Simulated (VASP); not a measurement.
A run of VASP 6.6.1 is set up as follows.

File POSCAR:

```
BaF2
1.0
    0.0000000000      3.0971666807      3.0971666807
    3.0971666807      0.0000000000      3.0971666807
    3.0971666807      3.0971666807      0.0000000000
Ba F
1 2
Direct
    0.0000000000      0.0000000000      0.0000000000
    0.2500000000      0.2500000000      0.2500000000
    0.7500000000      0.7500000000      0.7500000000
```

Contents of INCAR.step1:

```
SYSTEM = BaF2
PREC = Accurate
ENCUT = 660
ISMEAR = 0
SIGMA = 0.01
LREAL = .False.
LASPH = .True.
NELM = 120
NBANDS = 19
GGA = PE
ALGO = Normal
EDIFF = 1E-5
LWAVE = .True.
LCHARG = .False.
GGA_COMPAT = .False.
```

File INCAR.step2:

```
SYSTEM = BaF2
PREC = Accurate
ENCUT = 660
EDIFF = 1E-6
ISMEAR = 0
SIGMA = 0.01
LREAL = .False.
LASPH = .True.
NELM = 120
ALGO = Normal
ISIF = 2
LWAVE = .False.
LCHARG = .True.
METAGGA = R2SCAN
LMIXTAU = .True.
LELF = .True.
LVHAR = .True.
NBANDS = 19
ISTART = 1
GGA_COMPAT = .False.
```

File KPOINTS:

```
regular mesh
0
Gamma
  6 6 6
  0 0 0
```

Potentials or basis: VASP PAW PBE potentials, release 64 (Ba_sv, F).

Command:

```sh
$ cat potpaw_PBE.64/Ba_sv/POTCAR potpaw_PBE.64/F/POTCAR > POTCAR
$ cp INCAR.step1 INCAR
$ mpirun -np 1 vasp_std > vasp.out
$ cp INCAR.step2 INCAR
$ mpirun -np 1 vasp_std > vasp.out
```

Question: Estimate the pressure.

Answer: 0.9 GPa.

Question: What does it give for the band gap on the k mesh?

Answer: 7.36 eV (least direct gap 7.43 eV).

Caveat: the PAW data sets were made with another functional, which shifts forces and pressure a little; spin-orbit coupling is left out, which moves the levels of the heavy elements. A k mesh can miss the band edges.
